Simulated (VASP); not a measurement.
# TiO2 (C2/c) in VASP: further runs, part 2 of 2

VASP 6.6.1.

## 4. Single point, LDA

This run uses another cell than the first one, of 11.24 Å³/atom, 1.091 times its volume.

Input file INCAR:

```
SYSTEM = TiO2
PREC = Accurate
ENCUT = 520
EDIFF = 1E-7
ISMEAR = 0
SIGMA = 0.01
LREAL = .FALSE.
LASPH = .TRUE.
NELM = 60
ALGO = Normal
ISIF = 2
LWAVE = .FALSE.
LCHARG = .TRUE.
LELF = .TRUE.
LVHAR = .TRUE.
NBANDS = 33
```

Input file KPOINTS:

```
regular mesh
0
G
  6 6 4
  0 0 0
```

Input file POSCAR:

```
TiO2
1.0
    2.6694614897     -2.6700740968      0.0000000000
    2.6694614897      2.6700740968      0.0000000000
   -2.5979383801      0.0000000000      4.7318096342
Ti O
2 4
Direct
    0.1341100000      0.8658900000      0.2500000000
    0.8658900000      0.1341100000      0.7500000000
    0.3312210000      0.0887550000      0.6671490000
    0.6687790000      0.9112450000      0.3328510000
    0.9112450000      0.6687790000      0.8328510000
    0.0887550000      0.3312210000      0.1671490000
```

Run with:

```sh
cat potpaw_LDA.64/Ti_sv/POTCAR potpaw_LDA.64/O/POTCAR > POTCAR
mpirun -np 1 vasp_std > vasp.out
```

Wall time 44 s (1 thread of Intel Xeon 6975P-C (Granite Rapids), shared host); peak memory 0.2 GiB.

Results (log left out):

```yaml
Free_energy: -58.8189 eV
Pressure: -3.6 GPa
Largest_force: 0.117 eV/Å
Band_gap_on_the_k_mesh: 2.03 eV, indirect (least direct gap 2.37 eV)
```

Forces on the atoms (eV/Å):
```
Ti   0.000  0.117  0.000
Ti   0.000 -0.117  0.000
O   -0.024  0.000 -0.080
O    0.024  0.000  0.080
O    0.024  0.000  0.080
O   -0.024  0.000 -0.080
```

Stress tensor (GPa, compression positive):
```
-3.85  0.00 -0.07
 0.00 -3.91  0.00
-0.07  0.00 -3.18
```

Levels at points of the mesh, in eV from the valence-band top:
| k point | band 20 | band 21 | band 22 | band 23 | band 24 | band 25 | band 26 | band 27 | band 28 | band 29 |
| --- | --- | --- | --- | --- | --- | --- | --- | --- | --- | --- |
| (0.00, 0.00, 0.00) | -0.80 | -0.74 | -0.71 | -0.48 | -0.48 | 2.03 | 2.83 | 3.95 | 3.96 | 4.01 |
| (0.50, 0.00, 0.00) | -2.05 | -1.99 | -0.99 | -0.83 | -0.62 | 3.28 | 3.46 | 3.51 | 3.77 | 4.28 |
| (0.50, 0.50, 0.00) | -2.54 | -2.29 | -1.96 | -0.01 | 0.00 | 3.33 | 3.36 | 3.66 | 4.03 | 4.91 |
| (0.00, 0.00, 0.50) | -1.37 | -1.26 | -1.26 | -0.11 | -0.11 | 2.42 | 2.42 | 3.77 | 3.77 | 4.22 |
| (0.50, 0.00, 0.50) | -2.02 | -1.94 | -0.97 | -0.82 | -0.62 | 3.13 | 3.59 | 3.60 | 3.64 | 4.36 |
| (0.50, 0.50, 0.50) | -2.68 | -2.12 | -2.12 | -0.02 | -0.02 | 3.35 | 3.35 | 3.85 | 3.85 | 4.94 |

A k mesh can miss the band edges. A hybrid or GW would open this gap; LDA tends to underestimate it.

## 5. Single point, LDA

This run uses another cell than the first one, of 11.71 Å³/atom, 1.136 times its volume.

Input file INCAR:

```
PREC = Accurate
ENCUT = 520
EDIFF = 1E-6
ISMEAR = 0
SIGMA = 0.01
LREAL = F
LASPH = T
NELM = 100
ALGO = Normal
ISIF = 2
LWAVE = F
LCHARG = F
GGA = CA
NBANDS = 33
```

Input file KPOINTS:

```
regular mesh
0
Gamma
  6 6 4
```

POSCAR: that of step 4 with these lines changed.

```diff
@@ -2,5 +2,5 @@
 1.0
-    2.6694614897     -2.6700740968      0.0000000000
-    2.6694614897      2.6700740968      0.0000000000
-   -2.5979383801      0.0000000000      4.7318096342
+    2.7060340000     -2.7066550000      0.0000000000
+    2.7060340000      2.7066550000      0.0000000000
+   -2.6335310000      0.0000000000      4.7966370000
 Ti O
```

Run with:

```sh
cat potpaw_LDA.64/Ti_sv/POTCAR potpaw_LDA.64/O/POTCAR > POTCAR
mpirun -np 1 vasp_std > vasp.out
```

Wall time 43 s (1 thread of Intel Xeon 6975P-C (Granite Rapids), shared host); peak memory 0.2 GiB.

It converged, with:

```
Free energy            : -58.6840 eV
Pressure               : -11.9 GPa
Largest force          : 0.314 eV/Å
Band gap on the k mesh : 1.95 eV, indirect (least direct gap 2.28 eV)
```

Forces on the atoms (eV/Å):
```
Ti   0.000  0.067  0.000
Ti   0.000 -0.067  0.000
O    0.011 -0.044 -0.310
O   -0.011  0.044  0.310
O   -0.011 -0.044  0.310
O    0.011  0.044 -0.310
```

Stress tensor (GPa, compression positive):
```
-12.00   0.00  -0.42
  0.00 -12.03   0.00
 -0.42   0.00 -11.74
```

Levels at points of the mesh, in eV from the valence-band top:
| k point | band 21 | band 22 | band 23 | band 24 | band 25 | band 26 | band 27 | band 28 |
| --- | --- | --- | --- | --- | --- | --- | --- | --- |
| (0.00, 0.00, 0.00) | -0.78 | -0.72 | -0.45 | -0.44 | 1.95 | 2.69 | 3.73 | 3.74 |
| (0.50, 0.00, 0.00) | -1.89 | -0.92 | -0.88 | -0.62 | 3.11 | 3.27 | 3.31 | 3.55 |
| (0.50, 0.50, 0.00) | -2.21 | -1.89 | -0.01 | 0.00 | 3.14 | 3.18 | 3.46 | 3.80 |
| (0.00, 0.00, 0.50) | -1.25 | -1.25 | -0.13 | -0.13 | 2.30 | 2.30 | 3.56 | 3.56 |
| (0.50, 0.00, 0.50) | -1.88 | -0.91 | -0.87 | -0.62 | 2.97 | 3.38 | 3.40 | 3.44 |
| (0.50, 0.50, 0.50) | -2.05 | -2.05 | -0.02 | -0.02 | 3.16 | 3.16 | 3.64 | 3.64 |

A k mesh can miss the band edges.

## 6. Single point, LDA

This run uses another cell than the first one, of 12.18 Å³/atom, 1.182 times its volume.

Input file INCAR:

```
SYSTEM = TiO2
PREC = Accurate
ENCUT = 520
EDIFF = 1E-6
ISMEAR = 0
SIGMA = 0.01
LREAL = .FALSE.
LASPH = .TRUE.
NELM = 80
ALGO = Normal
ISIF = 2
LWAVE = .FALSE.
LCHARG = .FALSE.
GGA = CA
NBANDS = 33
```

Input file KPOINTS:

```
Automatic mesh
0
G
  6 6 4
  0 0 0
```

POSCAR: that of step 5 with these lines changed.

```diff
@@ -2,5 +2,5 @@
 1.0
-    2.7060340000     -2.7066550000      0.0000000000
-    2.7060340000      2.7066550000      0.0000000000
-   -2.6335310000      0.0000000000      4.7966370000
+    2.7416437942     -2.7422729661      0.0000000000
+    2.7416437942      2.7422729661      0.0000000000
+   -2.6681866979      0.0000000000      4.8597578833
 Ti O
```

Potentials or basis: VASP PAW LDA potentials, release 64 (Ti_sv, O).

Run with:

```sh
cat potpaw_LDA.64/Ti_sv/POTCAR potpaw_LDA.64/O/POTCAR > POTCAR
mpirun -np 1 vasp_std > vasp.out
```

OUTCAR:

```text
SYSTEM = TiO2
   PREC = Accurate
   ENCUT = 520
   EDIFF = 1E-6
   ISMEAR = 0
   LREAL = .FALSE.
   LASPH = .TRUE.
   NELM = 80
   ISIF = 2
   GGA = CA

 ion  position               nearest neighbor table
   1  0.134  0.866  0.250-   4 1.96   6 1.96   6 2.00   4 2.00   3 2.03   5 2.03
   2  0.866  0.134  0.750-   5 1.96   3 1.96   5 2.00   3 2.00   6 2.03   4 2.03
   3  0.331  0.089  0.667-   2 1.96   2 2.00   1 2.03
   4  0.669  0.911  0.333-   1 1.96   1 2.00   2 2.03
   5  0.911  0.669  0.833-   2 1.96   2 2.00   1 2.03
   6  0.089  0.331  0.167-   1 1.96   1 2.00   2 2.03

  LATTYP: Found a base centered monoclinic cell.
 ALAT       =     5.4832875884
 B/A-ratio  =     1.0002294871
 C/A-ratio  =     1.0110809974
 COS(beta)  =    -0.4812705001

  Lattice vectors:

 A1 = (   2.7416437942,  -2.7422729661,   0.0000000000)
 A2 = (   2.7416437942,   2.7422729661,   0.0000000000)
 A3 = (  -2.6681866979,   0.0000000000,   4.8597578833)

Analysis of symmetry for initial positions (statically):
=====================================================================
[... 186 lines left out ...]
 cond. band min:       4.3199436378   @ k =   0.0000   0.0000   0.0000
 fundamental gap:      1.8674930633
 Fermi energy:         2.5812899550

 k-point     1 :       0.0000    0.0000    0.0000
  band No.  band energies     occupation
      1     -53.4658      2.00000
      2     -53.4187      2.00000
      3     -30.2505      2.00000
      4     -30.0539      2.00000
      5     -30.0533      2.00000
      6     -29.9989      2.00000
[... 853 lines left out ...]
     32       7.9505      0.00000
     33       8.1896      0.00000

 [... further k-points ...]

------------------------ aborting loop because EDIFF is reached ----------------------------------------

  FORCE on cell =-STRESS in cart. coord.  units (eV):
  Direction    XX          YY          ZZ          XY          YZ          ZX
  --------------------------------------------------------------------------------------
  -------------------------------------------------------------------------------------
  Total       -8.4327469     -8.4414667     -8.4672455      0.0000000      0.0000000     -0.3173391
  in kB     -184.8899524   -185.0811352   -185.6463418      0.0000000      0.0000000     -6.9577335
  external PRESSURE =    -185.2058098 kB  Pullay stress =       0.0000000 kB

 VOLUME and BASIS-vectors are now :
 -----------------------------------------------------------------------------
  energy-cutoff  :      520.00
  volume of cell :       73.07
      direct lattice vectors                 reciprocal lattice vectors
     2.741643794 -2.742272966  0.000000000     0.182372342 -0.182330500  0.100129156
     2.741643794  2.742272966  0.000000000     0.182372342  0.182330500  0.100129156
    -2.668186698  0.000000000  4.859757883     0.000000000  0.000000000  0.205771568

 POSITION                                       TOTAL-FORCE (eV/Angst)
 -----------------------------------------------------------------------------------
      2.07460      2.00674      1.21494         0.000000      0.022050      0.000000
      0.74050     -2.00674      3.64482         0.000000     -0.022050     -0.000000
     -0.62865     -0.66491      3.24218         0.041279     -0.082265     -0.507939
      3.44375      0.66491      1.61758        -0.041279      0.082265      0.507939
      2.10966     -0.66491      4.04745        -0.041279     -0.082265      0.507939
      0.70544      0.66491      0.81230         0.041279      0.082265     -0.507939
 -----------------------------------------------------------------------------------
    total drift:                                0.000000     -0.000000     -0.000000

  FREE ENERGIE OF THE ION-ELECTRON SYSTEM (eV)
  ---------------------------------------------------
  free  energy   TOTEN  =       -58.4190949099 eV

  energy  without entropy=      -58.4190949099  energy(sigma->0) =      -58.41909491
```

OSZICAR:

```text
N       E                     dE             d eps       ncg     rms          rms(c)
DAV:   1     0.650414977752E+03    0.65041E+03   -0.24494E+04  3102   0.167E+03
DAV:   2     0.252115091679E+02   -0.62520E+03   -0.58013E+03  3413   0.505E+02
DAV:   3    -0.698907959521E+02   -0.95102E+02   -0.93401E+02  4243   0.186E+02
DAV:   4    -0.755601953196E+02   -0.56694E+01   -0.56589E+01  4868   0.426E+01
DAV:   5    -0.758211110678E+02   -0.26092E+00   -0.26089E+00  3943   0.653E+00    0.294E+01
DAV:   6    -0.593485016203E+02    0.16473E+02   -0.82864E+01  4352   0.853E+01    0.127E+01
DAV:   7    -0.589407797976E+02    0.40772E+00   -0.17743E+01  4167   0.362E+01    0.872E+00
DAV:   8    -0.587613808398E+02    0.17940E+00   -0.62008E-01  3932   0.568E+00    0.696E+00
DAV:   9    -0.585806785762E+02    0.18070E+00   -0.15276E+00  4240   0.137E+01    0.375E+00
DAV:  10    -0.584343249645E+02    0.14635E+00   -0.95285E-01  4235   0.828E+00    0.103E+00
DAV:  11    -0.584213014300E+02    0.13024E-01   -0.75193E-02  4617   0.211E+00    0.561E-01
DAV:  12    -0.584199440678E+02    0.13574E-02   -0.12464E-02  4148   0.127E+00    0.231E-01
DAV:  13    -0.584191633055E+02    0.78076E-03   -0.16772E-03  4493   0.364E-01    0.729E-02
DAV:  14    -0.584191053457E+02    0.57960E-04   -0.16258E-04  4595   0.114E-01    0.327E-02
DAV:  15    -0.584190965419E+02    0.88038E-05   -0.46306E-05  3829   0.430E-02    0.111E-02
DAV:  16    -0.584190950689E+02    0.14730E-05   -0.12691E-05  4516   0.266E-02    0.448E-03
DAV:  17    -0.584190949099E+02    0.15910E-06   -0.11972E-06  2309   0.104E-02
   1 F= -.58419095E+02 E0= -.58419095E+02  d E =-.317670E-76
```

stdout:

```text
POSCAR found type information on POSCAR TiO
 POSCAR found :  2 types and       6 ions
 scaLAPACK will be used
 LDA part: xc-table for (Slater(with rela. corr.)+CA(PZ))
 , standard interpolation
 POSCAR, INCAR and KPOINTS ok, starting setup
 FFT: planning ... GRIDC
 FFT: planning ... GRID_SOFT
 FFT: planning ... GRID
 WAVECAR not read
 entering main loop
```

Run time: 56 s. Hardware: 1 thread of Intel Xeon 6975P-C (Granite Rapids), shared host; peak memory 0.21 GiB.

What came out:

| Item | Value |
| --- | --- |
| Free energy | -58.4191 eV |
| Pressure | -18.5 GPa |
| Largest force | 0.516 eV/Å |
| Band gap on the k mesh | 1.87 eV, indirect (least direct gap 2.19 eV) |

Forces on the atoms (eV/Å):
```
Ti   0.000  0.022  0.000
Ti   0.000 -0.022  0.000
O    0.041 -0.082 -0.508
O   -0.041  0.082  0.508
O   -0.041 -0.082  0.508
O    0.041  0.082 -0.508
```

A k mesh can miss the band edges. As with any semilocal functional, this LDA gap is likely too small.

## 7. The runs side by side

| cell | gap on the mesh (eV) | pressure (GPa) | largest force (eV/Å) |
| --- | --- | --- | --- |
| a = 3.668, b = 3.668, c = 5.244 Å, angles 109.9, 109.9, 90.0°, 6 atoms | 2.21 | 19.5 | 0.53 |
| a = 3.722, b = 3.722, c = 5.322 Å, angles 109.9, 109.9, 90.0°, 6 atoms | 2.12 | 6.7 | 0.20 |
| a = 3.776, b = 3.776, c = 5.398 Å, angles 109.9, 109.9, 90.0°, 6 atoms | 2.03 | -3.6 | 0.12 |
| a = 3.827, b = 3.827, c = 5.472 Å, angles 109.9, 109.9, 90.0°, 6 atoms | 1.95 | -11.9 | 0.31 |
| a = 3.878, b = 3.878, c = 5.544 Å, angles 109.9, 109.9, 90.0°, 6 atoms | 1.87 | -18.5 | 0.52 |

Alike in all rows: task single point; level LDA; potentials or basis VASP PAW LDA potentials, release 64 (Ti_sv, O); no spin polarisation; k mesh 6 × 6 × 4; cutoff (eV) 520; smearing gaussian 0.01 eV.

Absolute energies hang on the potentials; compare differences alone.
